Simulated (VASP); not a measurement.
# Mg5Cd11O16 (P1) in VASP: a series of runs

Aim: see how the results for Mg5Cd11O16 move with the level of theory and the settings. Levels: PBEsol, HSE06. Tasks: single point, relaxation of volume and atoms at fixed shape.

Program: VASP 6.6.1. These are calculated values, not measurements. Logs are shortened: lines on timing, memory, paths and dates and some standing lists are left out, and cuts for length are marked.

## 1. The cell of the first run

The typed cell holds 64 atoms: a = 9.146 Å, b = 9.146 Å, c = 9.146 Å, α = 90.00°, β = 90.00°, γ = 90.00°.

## 2. Single point, PBEsol

File INCAR:

```
SYSTEM = Mg5Cd11O16
  PREC = Accurate
  ENCUT = 520
  EDIFF = 1E-6
  ISMEAR = -1
  SIGMA = 0.05
  LREAL = Auto
  LASPH = .TRUE.
  NELM = 80
  ALGO = Normal
  ISIF = 2
  LWAVE = .FALSE.
  LCHARG = .FALSE.
  GGA = PS
  NBANDS = 276
  ISYM = 0
```

File KPOINTS:

```
Automatic mesh
0
Gamma
  1 1 1
  0.25 0.25 0.25
```

File POSCAR:

```
Mg5Cd11O16
1.0
    9.1464294518      0.0000000000      0.0000000000
    0.0000000000      9.1464294518      0.0000000000
    0.0000000000      0.0000000000      9.1464294518
O Cd Mg
32 22 10
Direct
    0.2483910000      0.9978150000      0.9824860000
    0.2498470000      0.9862390000      0.5151860000
    0.2471320000      0.5010970000      0.9977760000
    0.2494760000      0.5191450000      0.5042260000
    0.7496500000      0.0079140000      0.9836400000
    0.7505480000      0.9858200000      0.5158720000
    0.7487110000      0.4891740000      0.9836750000
    0.7504070000      0.5151610000      0.5159070000
    0.9838660000      0.2488640000      0.9855880000
    0.9983500000      0.2506560000      0.5132780000
    0.9977450000      0.7484430000      0.0002920000
    0.0009390000      0.7503070000      0.5041700000
    0.5124320000      0.2492980000      0.9978890000
    0.5024510000      0.2502840000      0.4966960000
    0.5002470000      0.7489350000      0.9859540000
    0.5008880000      0.7504090000      0.5142400000
    0.0007270000      0.0034480000      0.2495980000
    0.9959470000      0.0146480000      0.7499790000
    0.9984240000      0.4961420000      0.2496710000
    0.9844390000      0.4819590000      0.7496670000
    0.5002340000      0.0149830000      0.2487980000
    0.5044200000      0.0035650000      0.7497710000
    0.5003010000      0.4847090000      0.2489240000
    0.5122710000      0.4881420000      0.7497150000
    0.2639880000      0.2493830000      0.2490810000
    0.2650830000      0.2359440000      0.7489960000
    0.2544900000      0.7530120000      0.2691030000
    0.2648790000      0.7632870000      0.7393170000
    0.7373780000      0.2489020000      0.2347050000
    0.7444750000      0.2451940000      0.7574750000
    0.7464770000      0.7501230000      0.2684890000
    0.7364140000      0.7516050000      0.7402710000
    0.9979060000      0.0017150000      0.9955660000
    0.9998480000      0.9993510000      0.5044290000
    0.9955750000      0.4962310000      0.9960460000
    0.9984440000      0.5013820000      0.5038310000
    0.5005830000      0.0017770000      0.9971970000
    0.5005880000      0.0001380000      0.5019590000
    0.5012080000      0.4972030000      0.9966610000
    0.5012850000      0.5009490000      0.5028140000
    0.2500230000      0.2477810000      0.9957000000
    0.2512180000      0.2484490000      0.5029750000
    0.2509650000      0.7511990000      0.9957600000
    0.7483990000      0.2500530000      0.5023260000
    0.7475690000      0.7491080000      0.9942720000
    0.2517180000      0.0005350000      0.2526220000
    0.2511080000      0.5007410000      0.2528400000
    0.2519460000      0.4980880000      0.7486900000
    0.7487720000      0.0004210000      0.2501930000
    0.7478700000      0.4986420000      0.2503450000
    0.9972680000      0.2499210000      0.2464460000
    0.0002190000      0.7496480000      0.2548410000
    0.9980750000      0.7519620000      0.7487250000
    0.5002940000      0.7494990000      0.2541990000
    0.2547260000      0.7535550000      0.5082150000
    0.7459210000      0.2487650000      0.9927400000
    0.7451020000      0.7502100000      0.5097480000
    0.2553940000      0.0013830000      0.7472950000
    0.7454940000      0.0021360000      0.7493550000
    0.7454410000      0.4968620000      0.7492790000
    0.9836840000      0.2469760000      0.7518510000
    0.5028510000      0.2500530000      0.2448850000
    0.5052460000      0.2471290000      0.7535900000
    0.5021250000      0.7578900000      0.7462510000
```

Potentials or basis: VASP PAW PBE potentials, release 64 (O, Cd, Mg).

The run is started by

```bash
$ cat potpaw_PBE.64/O/POTCAR potpaw_PBE.64/Cd/POTCAR potpaw_PBE.64/Mg/POTCAR > POTCAR
$ mpirun -np 1 vasp_std > vasp.out
```

OUTCAR:

```text
SYSTEM = Mg5Cd11O16
   PREC = Accurate
   ENCUT = 520
   EDIFF = 1E-6
   ISMEAR = -1
   LREAL = Auto
   LASPH = .TRUE.
   NELM = 80
   ISIF = 2
   GGA = PS
   ISYM = 0

 ion  position               nearest neighbor table
   1  0.248  0.998  0.982-  58 2.15  43 2.26  41 2.29  33 2.29  37 2.31  46 2.47
   2  0.250  0.986  0.515-  58 2.13  55 2.13  34 2.29  38 2.30  42 2.40  46 2.41
   3  0.247  0.501  0.998-  48 2.28  43 2.29  35 2.30  41 2.32  39 2.32  47 2.33
   4  0.249  0.519  0.504-  55 2.14  48 2.24  36 2.30  47 2.31  40 2.31  42 2.48
   5  0.750  0.008  0.984-  59 2.14  56 2.20  33 2.27  37 2.28  45 2.37  49 2.44
   6  0.751  0.986  0.516-  59 2.14  57 2.16  34 2.29  38 2.29  44 2.42  49 2.43
[... 67 lines left out ...]
                            36 3.20  45 3.21  33 3.21  55 3.22  43 3.23  59 3.25  35 3.25  58 3.28
  54  0.500  0.749  0.254-  27 2.25  31 2.26  16 2.38  23 2.42  21 2.43  15 2.45  40 3.22  47 3.22
                            38 3.22  50 3.22  49 3.23  46 3.23  55 3.23  57 3.24  45 3.28  43 3.28
  55  0.255  0.754  0.508-  28 2.12   2 2.13   4 2.14  27 2.19  16 2.25  12 2.32  64 3.14  58 3.15
                            38 3.19  48 3.21  53 3.22  40 3.23  54 3.23  34 3.24  46 3.25  52 3.28
  56  0.746  0.249  0.993-  13 2.14  30 2.15   9 2.18   7 2.20   5 2.20  29 2.21  61 3.10  63 3.10
                            59 3.17  60 3.18  37 3.18  39 3.19  62 3.20  35 3.22  33 3.23  51 3.27
  57  0.745  0.750  0.510-  32 2.11   8 2.15   6 2.16  31 2.21  16 2.23  12 2.34  64 3.10  59 3.18
                            53 3.18  60 3.19  40 3.19  38 3.20  54 3.24  36 3.25  34 3.26  49 3.30
  58  0.255  0.001  0.747-   2 2.13  26 2.15   1 2.15  28 2.18  22 2.28  18 2.38  55 3.15  64 3.17
                            38 3.17  42 3.18  41 3.20  37 3.20  63 3.21  34 3.22  43 3.23  33 3.27
  59  0.745  0.002  0.749-   6 2.14   5 2.14  22 2.21  30 2.22  18 2.29  32 2.29  61 3.12  63 3.14
                            64 3.15  56 3.17  57 3.18  38 3.18  37 3.19  44 3.20  45 3.22  33 3.23
  60  0.745  0.497  0.749-  24 2.13   8 2.14   7 2.15  20 2.19  30 2.30  32 2.33  61 3.16  63 3.17
                            40 3.17  56 3.18  39 3.18  57 3.19  44 3.19  35 3.21  45 3.22  36 3.22
  61  0.984  0.247  0.752-  18 2.13   9 2.14  20 2.15  10 2.19  30 2.19  26 2.58  56 3.10  59 3.12
                            44 3.14  60 3.16  33 3.17  35 3.19  34 3.21  36 3.25  41 3.30  42 3.34
  62  0.503  0.250  0.245-  23 2.15  29 2.15  21 2.15  25 2.19  13 2.26  14 2.30  50 3.19  56 3.20
                            39 3.20  49 3.21  37 3.21  46 3.24  41 3.25  47 3.25  44 3.25  38 3.28
  63  0.505  0.247  0.754-  30 2.19  26 2.20  24 2.21  22 2.23  13 2.24  14 2.35  56 3.10  59 3.14
                            37 3.16  60 3.17  39 3.19  44 3.20  58 3.21  41 3.22  38 3.23  48 3.26
  64  0.502  0.758  0.746-  16 2.12  32 2.14  28 2.17  15 2.19  22 2.25  24 2.47  57 3.10  55 3.14
                            38 3.15  59 3.15  58 3.17  45 3.19  37 3.20  40 3.24  43 3.24  60 3.26

IMPORTANT INFORMATION: All symmetrisations will be switched off!
NOSYMM: (Re-)initialisation of all symmetry stuff for point group C_1.

----------------------------------------------------------------------------------------

                                     Primitive cell

  volume of cell :     765.1644

  direct lattice vectors                    reciprocal lattice vectors
     9.146429452  0.000000000  0.000000000     0.109332282  0.000000000  0.000000000
     0.000000000  9.146429452  0.000000000     0.000000000  0.109332282  0.000000000
     0.000000000  0.000000000  9.146429452     0.000000000  0.000000000  0.109332282

  length of vectors
     9.146429452  9.146429452  9.146429452     0.109332282  0.109332282  0.109332282

  position of ions in fractional coordinates (direct lattice)
     0.248391000  0.997815000  0.982486000
     0.249847000  0.986239000  0.515186000
     0.247132000  0.501097000  0.997776000
     0.249476000  0.519145000  0.504226000
     0.749650000  0.007914000  0.983640000
     0.750548000  0.985820000  0.515872000
[... 56 lines left out ...]
     0.505246000  0.247129000  0.753590000
     0.502125000  0.757890000  0.746251000

  ion indices of the primitive-cell ions
   primitive index   ion index
                 1           1
                 2           2
                 3           3
                 4           4
                 5           5
                 6           6
[... 56 lines left out ...]
                63          63
                64          64

----------------------------------------------------------------------------------------

 KPOINTS: Automatic mesh

Automatic generation of k-mesh.
 Grid dimensions read from file:
 generate k-points for:    1    1    1

 Generating k-lattice:

  Cartesian coordinates                     Fractional coordinates (reciprocal lattice)
     0.109332282  0.000000000  0.000000000     1.000000000  0.000000000  0.000000000
     0.000000000  0.109332282  0.000000000     0.000000000  1.000000000  0.000000000
     0.000000000  0.000000000  0.109332282     0.000000000  0.000000000  1.000000000

  Length of vectors
     0.109332282  0.109332282  0.109332282

  Shift w.r.t. Gamma in fractional coordinates (k-lattice)
     0.250000000  0.250000000  0.250000000

 Subroutine IBZKPT returns following result:
 ===========================================

 Found      4 irreducible k-points:

 Following reciprocal coordinates:
            Coordinates               Weight
  0.250000  0.250000  0.250000      2.000000
 -0.250000  0.250000  0.250000      2.000000
 -0.250000 -0.250000  0.250000      2.000000
  0.250000 -0.250000  0.250000      2.000000
   k-points           NKPTS =      4   k-points in BZ     NKDIM =      4   number of bands    NBANDS=    276
   number of dos      NEDOS =    301   number of ions     NIONS =     64
   total plane-waves  NPLWV = 343000
   dimension x,y,z NGX =    70 NGY =   70 NGZ =   70
   dimension x,y,z NGXF=   140 NGYF=  140 NGZF=  140
   ions per type =              32  22  10
   NGX,Y,Z   is equivalent  to a cutoff of  12.72, 12.72, 12.72 a.u.
   NGXF,Y,Z  is equivalent  to a cutoff of  25.45, 25.45, 25.45 a.u.
 SYSTEM =  Mg5Cd11O16
   PREC   = accura    normal or accurate (medium, high low for compatibility)
   ISTART =      0    job   : 0-new  1-cont  2-samecut
   ICHARG =      2    charge: 1-file 2-atom 10-const
   ISPIN  =      1    spin polarized calculation?
   LNONCOLLINEAR =      F non collinear calculations
   LSORBIT =      F    spin-orbit coupling
   LASPH  =      T    aspherical Exc in radial PAW
   ENCUT  =  520.0 eV  38.22 Ry    6.18 a.u.  17.01 17.01 17.01*2*pi/ulx,y,z
   NELM   =     80;   NELMIN=  2; NELMDL= -5     # of ELM steps
   EDIFF  = 0.1E-05   stopping-criterion for ELM
   LREAL  =      T    real-space projection
   EDIFFG = 0.1E-04   stopping-criterion for IOM
   NSW    =      0    number of steps for IOM
   IBRION =     -1    ionic relax: 0-MD 1-quasi-New 2-CG
   NFREE  =      0    steps in history (QN), initial steepest desc. (CG)
   ISIF   =      2    stress and relaxation
   ISYM   =      0    0-nonsym 1-usesym 2-fastsym
   POTIM  = 0.5000    time-step for ionic-motion
   TEBEG  =    0.0;   TEEND  =   0.0 temperature during run
   PSTRESS=    0.0 pullay stress
   NELECT =     476.0000    total number of electrons
   NUPDOWN=      -1.0000    fix difference up-down
   EMIN   =  10.00;   EMAX   =-10.00  energy-range for DOS
   EFERMI =   0.00;   METHOD = LEGACY
   ISMEAR =    -1;   SIGMA  =   0.05  broadening in eV -4-tet -1-fermi 0-gaus
   EFERMI_NEDOS =   21; number of points for ismear=-14 and -15
   IALGO  =     38    algorithm
   IMIX   =      4    mixing-type and parameters
     AMIX     =   0.40;   BMIX     =  1.00
     AMIX_MAG =   1.60;   BMIX_MAG =  1.00
  volume/ion in A,a.u.               =      11.96        80.68
  Fermi-wavevector in a.u.,A,eV,Ry     =   1.397523  2.640935 26.573129  1.953070
  Thomas-Fermi vector in A             =   2.520771
   LORBIT       =      0    0 simple, 1 ext, 2 COOP (PROOUT), +10 PAW based schemes
   GGA     = PS    functional components
   LHFCALC =     F    Hartree Fock is set to
   AEXX    =    0.0000 exact exchange contribution
   IVDW    =     0    specifies the selected vdW correction
   LEPSILON=     F    determine dielectric tensor
   LRPA    =     F    only Hartree local field effects (RPA)
 non-spin polarized calculation
  energy-cutoff  :      520.00
  volume of cell :      765.16
 maximum number of plane-waves:     20651
 NGX is ok and might be reduce to    70
   NGX = 35   NGY = 35   NGZ = 35

 number of electron     476.0000036 magnetization

 Free energy of the ion-electron system (eV)
  ---------------------------------------------------
  ext. energy  EPLUGINS =         0.00000000
  ---------------------------------------------------
  free energy    TOTEN  =      -308.05203326 eV

  energy without entropy =     -308.05203082  energy(sigma->0) =     -308.05203204

 E-fermi :   3.1176     XC(G=0): -11.7381

 val. band max:        2.3828127492   @ k =  -0.2500  -0.2500   0.2500
 cond. band min:       3.8154054944   @ k =  -0.2500   0.2500   0.2500
 fundamental gap:      1.4325927451
 Fermi energy:         3.1175572841

 k-point     1 :       0.2500    0.2500    0.2500
  band No.  band energies     occupation
      1     -15.0766      2.00000
      2     -14.8461      2.00000
      3     -14.8097      2.00000
      4     -14.7847      2.00000
      5     -14.6666      2.00000
      6     -14.6303      2.00000
[... 1001 lines left out ...]
    249       7.1774      0.00000
    250       7.2634      0.00000
 [bands above 250 left out]

------------------------ aborting loop because EDIFF is reached ----------------------------------------

  FORCE on cell =-STRESS in cart. coord.  units (eV):
  Direction    XX          YY          ZZ          XY          YZ          ZX
  --------------------------------------------------------------------------------------
  -------------------------------------------------------------------------------------
  Total        6.2746236      5.9822995      4.5341139      0.0032061     -0.5080213      0.4119314
  in kB       13.1384307     12.5263335      9.4939784      0.0067132     -1.0637455      0.8625429
  external PRESSURE =      11.7195809 kB  Pullay stress =       0.0000000 kB

 VOLUME and BASIS-vectors are now :
 -----------------------------------------------------------------------------
  energy-cutoff  :      520.00
  volume of cell :      765.16
      direct lattice vectors                 reciprocal lattice vectors
     9.146429452  0.000000000  0.000000000     0.109332282  0.000000000  0.000000000
     0.000000000  9.146429452  0.000000000     0.000000000  0.109332282  0.000000000
     0.000000000  0.000000000  9.146429452     0.000000000  0.000000000  0.109332282

 POSITION                                       TOTAL-FORCE (eV/Angst)
 -----------------------------------------------------------------------------------
      2.27189      9.12644      8.98624         0.010205      0.018910     -0.044345
      2.28521      9.02057      4.71211         0.002748     -0.074710      0.078998
      2.26038      4.58325      9.12609         0.003045      0.002020      0.022379
      2.28181      4.74832      4.61187        -0.024387      0.055670     -0.047436
      6.85662      0.07238      8.99679         0.002697      0.068147     -0.051098
      6.86483      9.01673      4.71839         0.000300     -0.074495      0.059115
[... 56 lines left out ...]
      4.62120      2.26035      6.89266         0.004875     -0.006817      0.007177
      4.59265      6.93199      6.82553         0.000621      0.007137     -0.012328
 -----------------------------------------------------------------------------------
    total drift:                                0.001588     -0.007780     -0.011753

  FREE ENERGIE OF THE ION-ELECTRON SYSTEM (eV)
  ---------------------------------------------------
  free  energy   TOTEN  =      -308.0520332580 eV

  energy  without entropy=     -308.0520308151  energy(sigma->0) =     -308.05203204
```

It took 73 min on 1 thread of Intel Xeon 8259CL, shared host; peak memory 1 GiB.

What came out:

| Quantity | Value |
| --- | --- |
| Free energy | -308.0520 eV |
| Pressure | 1.2 GPa |
| Largest force | 0.116 eV/Å |
| Band gap on the k mesh | 1.43 eV |

Forces on the atoms (eV/Å):
```
O    0.010  0.019 -0.044
O    0.003 -0.075  0.079
O    0.003  0.002  0.022
O   -0.024  0.056 -0.047
O    0.003  0.068 -0.051
O    0.000 -0.074  0.059
O    0.027 -0.047 -0.040
O   -0.028  0.045  0.035
O   -0.046  0.030 -0.043
O    0.006 -0.011  0.052
O    0.016  0.004  0.020
O   -0.001 -0.011 -0.026
O    0.056 -0.006 -0.009
O   -0.020  0.002 -0.015
O    0.003  0.005 -0.049
O   -0.015 -0.005  0.059
O   -0.005 -0.022 -0.007
O   -0.009  0.067 -0.012
O    0.015  0.023  0.008
O   -0.040 -0.040  0.031
O   -0.015  0.063 -0.007
O   -0.009 -0.005 -0.010
O    0.009 -0.063  0.004
O    0.072 -0.018 -0.005
O    0.054 -0.010 -0.015
O    0.030 -0.059  0.002
O   -0.037 -0.032  0.046
O    0.048  0.053 -0.091
O   -0.039  0.024 -0.046
O   -0.010 -0.003  0.071
O    0.009 -0.010  0.058
O   -0.042  0.019 -0.050
Cd   0.006 -0.007  0.020
Cd   0.003  0.002 -0.023
Cd   0.011  0.010  0.017
Cd   0.007 -0.002 -0.013
Cd  -0.009 -0.010  0.009
Cd  -0.005 -0.001 -0.008
Cd  -0.012  0.008  0.012
Cd  -0.010  0.001 -0.013
Cd  -0.009  0.010  0.012
Cd  -0.010  0.012 -0.014
Cd  -0.009 -0.008  0.023
Cd   0.012  0.002 -0.014
Cd   0.009  0.000  0.023
Cd  -0.008 -0.003 -0.010
Cd  -0.005  0.002 -0.006
Cd  -0.013  0.002  0.008
Cd   0.008 -0.003 -0.001
Cd   0.009  0.005  0.000
Cd   0.007 -0.004  0.006
Cd   0.002  0.003 -0.011
Cd   0.005 -0.010  0.017
Cd  -0.002  0.001 -0.015
Mg   0.004  0.003  0.006
Mg  -0.004 -0.002 -0.012
Mg  -0.004  0.004  0.011
Mg   0.008  0.000 -0.008
Mg  -0.006  0.003  0.001
Mg  -0.005 -0.004  0.002
Mg  -0.013 -0.004  0.008
Mg   0.003 -0.001 -0.002
Mg   0.005 -0.007  0.007
Mg   0.001  0.007 -0.012
```

Stress tensor (GPa, compression positive):
```
 1.31  0.00  0.09
 0.00  1.25 -0.11
 0.09 -0.11  0.95
```

Caveat: the PAW data sets were made with another functional, which shifts forces and pressure a little; a shifted mesh leaves out Γ, where band edges can lie. A k mesh can miss the band edges.

[end of part 1 of 4]
